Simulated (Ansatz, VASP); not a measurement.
# One calculation of BeSb, two programs

Contents of POSCAR:

```
BeSb
1.0
    1.9906720000      3.4479400000      0.0000000000
   -1.9906720000      3.4479400000      0.0000000000
    0.0000000000      0.0000000000      5.5912340000
Sb Be
2 2
Direct
    0.3333000000      0.3334000000      0.2500000000
    0.6666000000      0.6667000000      0.7500000000
    0.0000000000      0.0000000000      0.0000000000
    0.0000000000      0.0000000000      0.5000000000
```

File INCAR.step1:

```
PREC     = Accurate       # precision mode
ENCUT    = 520            # plane-wave cutoff, eV
ISMEAR   = -1             # smearing method
SIGMA    = 0.1            # smearing width, eV
LREAL    = F              # projectors in reciprocal space
LASPH    = T              # aspherical terms in the spheres
NELM     = 100            # most SCF steps
NBANDS   = 15             # bands
GGA      = PE             # functional
ALGO     = Normal         # electronic algorithm
EDIFF    = 1E-4           # SCF threshold, eV
LWAVE    = T              # write WAVECAR
LCHARG   = F              # write CHGCAR
```

Contents of INCAR.step2:

```
PREC     = Accurate       # precision mode
ENCUT    = 520            # plane-wave cutoff, eV
EDIFF    = 1E-6           # SCF threshold, eV
ISMEAR   = -1             # smearing method
SIGMA    = 0.1            # smearing width, eV
LREAL    = F              # projectors in reciprocal space
LASPH    = T              # aspherical terms in the spheres
NELM     = 100            # most SCF steps
ALGO     = Normal         # electronic algorithm
ISIF     = 2              # what is computed and relaxed
LWAVE    = F              # write WAVECAR
LCHARG   = F              # write CHGCAR
METAGGA  = R2SCAN         # meta-GGA
LMIXTAU  = T            
NBANDS   = 15             # bands
ISTART   = 1
```

KPOINTS

```
Automatic mesh
0
Gamma
  10 10 6
```

Input for Ansatz:

```yaml
crystal:
  lattice:
    - [1.990672, 3.44794, 0.0]
    - [-1.990672, 3.44794, 0.0]
    - [0.0, 0.0, 5.591234]
  atoms:
    - { symbol: Sb, position: [0.3333, 0.3334, 0.25] }
    - { symbol: Sb, position: [0.6666, 0.6667, 0.75] }
    - { symbol: Be, position: [0.0, 0.0, 0.0] }
    - { symbol: Be, position: [0.0, 0.0, 0.5] }
  symmetry: { tolerance: 0.0003 }
kpoints:
  mp_grid: { grid: [10, 10, 6], shift: [0, 0, 0] }
  band_path:
    path:
      - [0.0, 0.0, 0.0]
      - [0.49999991, -3.7e-07, 0.0]
      - [0.6666663, 0.33333278, 0.0]
      - [0.0, 0.0, 0.0]
      - [0.0, 0.0, 0.5]
      - [0.49999991, -3.7e-07, 0.5]
      - [0.6666663, 0.33333278, 0.5]
      - [0.0, 0.0, 0.5]
      - [0.49999991, -3.7e-07, 0.5]
      - [0.49999991, -3.7e-07, 0.0]
      - [0.6666663, 0.33333278, 0.5]
    npoints: 6
magnetization:
  spin_polarized: false
scf:
  occupations: { method: fermi_dirac }
  lower_state_search: "off"
  max_iter: 200
hamiltonian:
  pseudopotentials: { kind: paw }
  xc: r2scan
basis:
  ecutwfc: 500
  fft_grid_basis: typed
output:
  forces: true
  stress: true
  eigenvalues: true
  bader: true
  populations: true
  elf: true
  write_potential: true
  volumetric_format: npy
  dos:
    e_range: [-12, 8]
    de: 0.05
    projected: { site_lists: { Be: [Be], Sb: [Sb] } }
checkpoint:
  read: saved_state
```

Alike in both runs: task single point; functional r2SCAN; k mesh 10 × 10 × 6; no spin polarisation.

```csv
,VASP,Ansatz
version,VASP 6.6.1,Ansatz 0.2.0
potentials or method,"VASP PAW PBE potentials, release 64 (Sb, Be), cutoff 520 eV",PAW plane waves
occupations,"fermi-dirac, width 0.1 eV",fermi-dirac
valence electrons in the cell,14,34
```

VASP gave:

```
pressure (GPa)                                                : -3.2
traceless stress, the component that is largest in VASP (GPa) : -4.56
```

Q: What did Ansatz give for the same quantities?

A: Pressure (GPa): -3.3; traceless stress, the component that is largest in VASP (GPa): -4.53.

VASP's potentials were made for PBE, not for r2SCAN. VASP's potentials hold 14 valence electrons a cell and Ansatz's 34, so a difference there can come from the potentials and not from the codes. Ansatz's warnings: structure snapped to symmetry.

Neither program's run includes spin-orbit coupling.
